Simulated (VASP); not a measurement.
# InSb3 (I4mm) in VASP: further runs

InSb3 is run at these levels: PBE+D3(BJ); tasks: single point.

All numbers are computed with VASP 6.6.1; they aren't measurements. Logs are shortened: lines on timing, memory, paths and dates and some standing lists are left out, and cuts for length are marked.

### 1 The cell of the first run

It takes space group I4mm (No. 107, tetragonal). The conventional cell has a = 5.272 Å, b = 5.272 Å, c = 7.456 Å, α = 90.00°, β = 90.00°, γ = 90.00°. Within 3.9 Å of In (site symmetry 4mm) lie 13 Sb at 2.99 to 3.75 Å. Within 3.9 Å of Sb (site symmetry 2mm) lie 4 In at 2.99 to 3.51 Å and 10 Sb at 3.23 to 3.73 Å. Within 4.2 Å of Sb (site symmetry 4mm) lie 8 Sb at 3.23 Å and 6 In at 3.28 to 4.18 Å.

### 2 Single point, PBE+D3(BJ) (atom 1 (In) moved -0.450 Å along Cartesian [0 0 1])

Contents of INCAR:

```
SYSTEM = InSb3
  PREC = Accurate
  ENCUT = 520
  EDIFF = 1E-7
  ISMEAR = 0
  SIGMA = 0.15
  LREAL = .False.
  LASPH = .True.
  NELM = 100
  ALGO = Normal
  ISIF = 2
  LWAVE = .False.
  LCHARG = .False.
  GGA = PE
  IVDW = 12
  NBANDS = 22
```

Contents of KPOINTS:

```
Automatic mesh
0
Gamma
  12 12 12
  0 0 0
```

Contents of POSCAR:

```
InSb3
1.0
    0.0000000000      3.7279225306      3.7279225306
    3.7279225306      0.0000000000      3.7279225306
    3.7279225306      3.7279225306      0.0000000000
In Sb
1 3
Direct
   -0.0603553315     -0.0603553315      0.0603553315
    0.2500000000      0.2500000000      0.2500000000
    0.7500000000      0.7500000000      0.7500000000
    0.5000000000      0.5000000000      0.5000000000
```

Potentials or basis: VASP PAW PBE potentials, release 64 (In_d, Sb).

Command:

```sh
cat potpaw_PBE.64/In_d/POTCAR potpaw_PBE.64/Sb/POTCAR > POTCAR
mpirun -np 1 vasp_std > vasp.out
```

OUTCAR:

```text
SYSTEM = InSb3
   PREC = Accurate
   ENCUT = 520
   EDIFF = 1E-7
   ISMEAR = 0
   LREAL = .False.
   LASPH = .True.
   NELM = 100
   ISIF = 2
   GGA = PE
   IVDW = 12
 IVDW          = 12

 ion  position               nearest neighbor table
   1  0.940  0.940  0.060-   3 2.99   3 2.99   2 2.99   2 2.99   4 3.28   3 3.51   2 3.51   2 3.51
                             3 3.51   4 3.75   4 3.75   4 3.75   4 3.75
   2  0.250  0.250  0.250-   1 2.99   1 2.99   4 3.23   4 3.23   4 3.23   4 3.23   1 3.51   1 3.51
                             3 3.73   3 3.73   3 3.73   3 3.73   3 3.73   3 3.73
   3  0.750  0.750  0.750-   1 2.99   1 2.99   4 3.23   4 3.23   4 3.23   4 3.23   1 3.51   1 3.51
                             2 3.73   2 3.73   2 3.73   2 3.73   2 3.73   2 3.73
   4  0.500  0.500  0.500-   2 3.23   2 3.23   2 3.23   3 3.23   3 3.23   3 3.23   3 3.23   2 3.23
                             1 3.28   1 3.75   1 3.75   1 3.75   1 3.75

  LATTYP: Found a face centered cubic cell.
 ALAT       =     7.4558450612

  Lattice vectors:

 A1 = (   0.0000000000,   3.7279225306,   3.7279225306)
 A2 = (   3.7279225306,   0.0000000000,   3.7279225306)
 A3 = (   3.7279225306,   3.7279225306,   0.0000000000)

Analysis of symmetry for initial positions (statically):
=====================================================================
 Subroutine PRICEL returns:
 Original cell was already a primitive cell.

 Routine SETGRP: Setting up the symmetry group for a
 face centered cubic supercell.

 Subroutine GETGRP returns: Found  8 space group operations
 (whereof  8 operations were pure point group operations)
 out of a pool of 48 trial point group operations.

The static configuration has the point symmetry C_4v.

Analysis of symmetry for dynamics (positions and initial velocities):
=====================================================================
 Subroutine PRICEL returns:
 Original cell was already a primitive cell.

 Routine SETGRP: Setting up the symmetry group for a
 face centered cubic supercell.

 Subroutine GETGRP returns: Found  8 space group operations
 (whereof  8 operations were pure point group operations)
 out of a pool of 48 trial point group operations.

The dynamic configuration has the point symmetry C_4v.

 Subroutine INISYM returns: Found  8 space group operations
 (whereof  8 operations are pure point group operations),
 and found     1 'primitive' translations

[... 97 lines left out ...]
   NELM   =    100;   NELMIN=  2; NELMDL= -5     # of ELM steps
   EDIFF  = 0.1E-06   stopping-criterion for ELM
   LREAL  =      F    real-space projection
   EDIFFG = 0.1E-05   stopping-criterion for IOM
   NSW    =      0    number of steps for IOM
   IBRION =     -1    ionic relax: 0-MD 1-quasi-New 2-CG
   NFREE  =      0    steps in history (QN), initial steepest desc. (CG)
   ISIF   =      2    stress and relaxation
   ISYM   =      2    0-nonsym 1-usesym 2-fastsym
   POTIM  = 0.5000    time-step for ionic-motion
   TEBEG  =    0.0;   TEEND  =   0.0 temperature during run
   PSTRESS=    0.0 pullay stress
   NELECT =      28.0000    total number of electrons
   NUPDOWN=      -1.0000    fix difference up-down
   EMIN   =  10.00;   EMAX   =-10.00  energy-range for DOS
   EFERMI =   0.00;   METHOD = LEGACY
   ISMEAR =     0;   SIGMA  =   0.15  broadening in eV -4-tet -1-fermi 0-gaus
   EFERMI_NEDOS =   21; number of points for ismear=-14 and -15
   IALGO  =     38    algorithm
   IMIX   =      4    mixing-type and parameters
     AMIX     =   0.40;   BMIX     =  1.00
     AMIX_MAG =   1.60;   BMIX_MAG =  1.00
  volume/ion in A,a.u.               =      25.90       174.81
  Fermi-wavevector in a.u.,A,eV,Ry     =   1.058402  2.000090 15.241446  1.120215
  Thomas-Fermi vector in A             =   2.193710
   LORBIT       =      0    0 simple, 1 ext, 2 COOP (PROOUT), +10 PAW based schemes
   GGA     = PE    functional components
   LHFCALC =     F    Hartree Fock is set to
   AEXX    =    0.0000 exact exchange contribution
   IVDW    =    12    specifies the selected vdW correction
   LEPSILON=     F    determine dielectric tensor
   LRPA    =     F    only Hartree local field effects (RPA)
 non-spin polarized calculation
 Gauss-broadening in eV      SIGMA  =   0.15
  energy-cutoff  :      520.00
  volume of cell :      103.62
 maximum number of plane-waves:      2808
   NGX = 19   NGY = 19   NGZ = 19

 number of electron      28.0000003 magnetization

 Free energy of the ion-electron system (eV)
  ---------------------------------------------------
  ext. energy  EPLUGINS =         0.00000000
  ---------------------------------------------------
  free energy    TOTEN  =       -13.95981349 eV

  energy without entropy =      -13.93688586  energy(sigma->0) =      -13.94834967

 E-fermi :   8.5593     XC(G=0): -10.3527

 val. band max:        8.5482319294   @ k =   0.0000   0.5000   0.3333
 cond. band min:       8.5717538805   @ k =   0.0000   0.4167   0.3333
 fundamental gap:      0.0235219511
 Fermi energy:         8.5592635821

 k-point     1 :       0.0000    0.0000    0.0000
  band No.  band energies     occupation
      1      -6.0221      2.00000
      2      -5.9996      2.00000
      3      -5.9996      2.00000
      4      -5.9733      2.00000
      5      -5.9480      2.00000
      6      -4.0586      2.00000
[... 589 lines left out ...]
     21      14.3505      0.00000
     22      14.5178      0.00000

 [... further k-points ...]

------------------------ aborting loop because EDIFF is reached ----------------------------------------

 Edisp (eV)   -1.95538

 E8    (eV) :    -0.9173

  FORCE on cell =-STRESS in cart. coord.  units (eV):
  Direction    XX          YY          ZZ          XY          YZ          ZX
  --------------------------------------------------------------------------------------
  -------------------------------------------------------------------------------------
  Total       1.52597     1.52597     0.80625     0.00000    -0.00000     0.00000
  in kB      23.59533    23.59533    12.46662     0.00000    -0.00000     0.00000
  external pressure =       19.89 kB  Pullay stress =        0.00 kB

 VOLUME and BASIS-vectors are now :
 -----------------------------------------------------------------------------
  energy-cutoff  :      520.00
  volume of cell :      103.62
      direct lattice vectors                 reciprocal lattice vectors
     0.000000000  3.727922531  3.727922531    -0.134122959  0.134122959  0.134122959
     3.727922531  0.000000000  3.727922531     0.134122959 -0.134122959  0.134122959
     3.727922531  3.727922531  0.000000000     0.134122959  0.134122959 -0.134122959

 POSITION                                       TOTAL-FORCE (eV/Angst)
 -----------------------------------------------------------------------------------
      3.72792      3.72792      7.00585         0.000000      0.000000      1.317409
      1.86396      1.86396      1.86396        -0.000000     -0.000000     -0.353693
      5.59188      5.59188      5.59188         0.000000      0.000000     -0.353693
      3.72792      3.72792      3.72792         0.000000      0.000000     -0.610024
 -----------------------------------------------------------------------------------
    total drift:                               -0.000000     -0.000000      0.000733

  FREE ENERGIE OF THE ION-ELECTRON SYSTEM (eV)
  ---------------------------------------------------
  free  energy   TOTEN  =       -15.9151935262 eV

  energy  without entropy=      -15.8922658918  energy(sigma->0) =      -15.90372971
```

It took 2.5 min on 1 thread of Intel Xeon 6975P-C (Granite Rapids), shared host; peak memory 0.5 GiB.

What came out:

```yaml
Free_energy: -15.9152 eV
Pressure: 2.0 GPa
Largest_force: 1.317 eV/Å
Band_gap_on_the_k_mesh: zero (bands 14 and 15 overlap by 3.21 eV)
Dispersion_energy_per_atom: -0.489 eV
```

Forces in eV/Å, atoms in the order of the input:
```
In   0.000  0.000  1.317
Sb   0.000  0.000 -0.354
Sb   0.000  0.000 -0.354
Sb   0.000  0.000 -0.610
```

Caveat: the cell differs from its parent crystal (atom 1 (In) moved -0.450 Å along Cartesian [0 0 1]); spin-orbit coupling is left out, which moves the levels of the heavy elements; forces of over 1 eV/Å act on the atoms, so gaps and moduli don't describe the material at rest.

### 3 Single point, PBE+D3(BJ) (atom 1 (In) moved +0.338 Å along Cartesian [0 0 1])

Contents of INCAR:

```
  PREC = Accurate
  ENCUT = 520
  EDIFF = 1E-6
  ISMEAR = 0
  SIGMA = 0.15
  LREAL = False
  LASPH = True
  NELM = 80
  ALGO = Normal
  ISIF = 2
  LWAVE = False
  LCHARG = False
  GGA = PE
  IVDW = 12
  NBANDS = 22
```

Contents of KPOINTS:

```
regular mesh
0
Gamma
  12 12 12
```

Edit POSCAR of step 2 so:

```diff
@@ -8,3 +8,3 @@
 Direct
-   -0.0603553315     -0.0603553315      0.0603553315
+    0.0452664986      0.0452664986     -0.0452664986
     0.2500000000      0.2500000000      0.2500000000
```

Potentials or basis: VASP PAW PBE potentials, release 64 (In_d, Sb).

Command:

```sh
cat potpaw_PBE.64/In_d/POTCAR potpaw_PBE.64/Sb/POTCAR > POTCAR
mpirun -np 1 vasp_std > vasp.out
```

It took 1.9 min on 1 thread of Intel Xeon 6975P-C (Granite Rapids), shared host; peak memory 0.5 GiB.

It converged, with:

| Item | Value |
| --- | --- |
| Free energy | -16.0444 eV |
| Pressure | 1.2 GPa |
| Largest force | 0.982 eV/Å |
| Band gap on the k mesh | zero (bands 14 and 15 overlap by 3.30 eV) |
| Dispersion energy per atom | -0.489 eV |

Forces in eV/Å, atoms in the order of the input:
```
In   0.000  0.000 -0.982
Sb   0.000  0.000  0.276
Sb   0.000  0.000  0.276
Sb   0.000  0.000  0.429
```

Stress tensor (GPa, compression positive):
```
1.38 0.00 0.00
0.00 1.38 0.00
0.00 0.00 0.72
```

Levels at points of the mesh, in eV from the Fermi level:
```csv
k point,band 12,band 13,band 14,band 15,band 16,band 17
"(0.00, 0.00, 0.00)",-2.53,-2.42,-2.42,-1.99,-0.55,-0.55
"(0.50, 0.00, 0.00)",-2.70,-2.57,-0.04,0.15,1.97,2.04
"(0.50, 0.50, 0.00)",0.49,0.90,0.90,1.59,1.97,2.06
"(0.00, 0.50, 0.50)",0.62,0.97,1.02,1.53,1.93,1.96
```

Caveat: the cell differs from its parent crystal (atom 1 (In) moved +0.338 Å along Cartesian [0 0 1]); spin-orbit coupling is left out, which moves the levels of the heavy elements.

### 4 Single point, PBE+D3(BJ) (atom 1 (In) moved -0.225 Å along Cartesian [0 0 1])

Contents of INCAR:

```
SYSTEM = InSb3
PREC = Accurate
ENCUT = 520
EDIFF = 1E-6
ISMEAR = 0
SIGMA = 0.15
LREAL = .FALSE.
LASPH = .TRUE.
NELM = 60
ALGO = Normal
ISIF = 2
LWAVE = .FALSE.
LCHARG = .TRUE.
GGA = PE
IVDW = 12
LELF = .TRUE.
LVHAR = .TRUE.
NBANDS = 22
```

Contents of KPOINTS:

```
Automatic mesh
0
G
  12 12 12
  0 0 0
```

Edit POSCAR of step 3 so:

```diff
@@ -8,3 +8,3 @@
 Direct
-    0.0452664986      0.0452664986     -0.0452664986
+   -0.0301776657     -0.0301776657      0.0301776657
     0.2500000000      0.2500000000      0.2500000000
```

Command:

```sh
cat potpaw_PBE.64/In_d/POTCAR potpaw_PBE.64/Sb/POTCAR > POTCAR
mpirun -np 1 vasp_std > vasp.out
```

It took 1.9 min on 1 thread of Intel Xeon 6975P-C (Granite Rapids), shared host; peak memory 0.5 GiB.

It converged, with:

* Free energy: -16.1365 eV
* Pressure: 0.6 GPa
* Largest force: 0.654 eV/Å
* Band gap on the k mesh: zero (bands 14 and 15 overlap by 3.34 eV)
* Dispersion energy per atom: -0.489 eV

Forces on the atoms (eV/Å):
```
In   0.000  0.000  0.654
Sb   0.000  0.000 -0.190
Sb   0.000  0.000 -0.190
Sb   0.000  0.000 -0.275
```

Stress tensor (GPa, compression positive):
```
0.69 0.00 0.00
0.00 0.69 0.00
0.00 0.00 0.39
```

Levels at points of the mesh, in eV from the Fermi level:
```
           k point  band 12  band 13  band 14  band 15  band 16  band 17
(0.00, 0.00, 0.00)    -2.54    -2.43    -2.43    -2.02    -0.63    -0.63
(0.50, 0.00, 0.00)    -2.71    -2.64    -0.06     0.12     2.03     2.07
(0.50, 0.50, 0.00)     0.55     0.97     0.97     1.57     1.94     2.02
(0.00, 0.50, 0.50)     0.60     1.01     1.03     1.54     1.93     1.97
```

Caveat: the cell differs from its parent crystal (atom 1 (In) moved -0.225 Å along Cartesian [0 0 1]); spin-orbit coupling is left out, which moves the levels of the heavy elements.

### 5 Overview

```csv
cell,gap on the mesh (eV),pressure (GPa),largest force (eV/Å)
"as given, atomic positions A",none,2.0,1.32
"as given, atomic positions B",none,1.2,0.98
"as given, atomic positions C",none,0.6,0.65
```

Alike in all rows: task single point; level PBE+D3(BJ); potentials or basis VASP PAW PBE potentials, release 64 (In_d, Sb); no spin polarisation; k mesh 12 × 12 × 12; cutoff (eV) 520; smearing gaussian 0.15 eV.

Caveats: spin-orbit coupling is left out, which moves the levels of the heavy elements; forces of over 1 eV/Å act on the atoms, so gaps and moduli don't describe the material at rest (at least some runs).

Absolute energies hang on the potentials; compare differences alone.
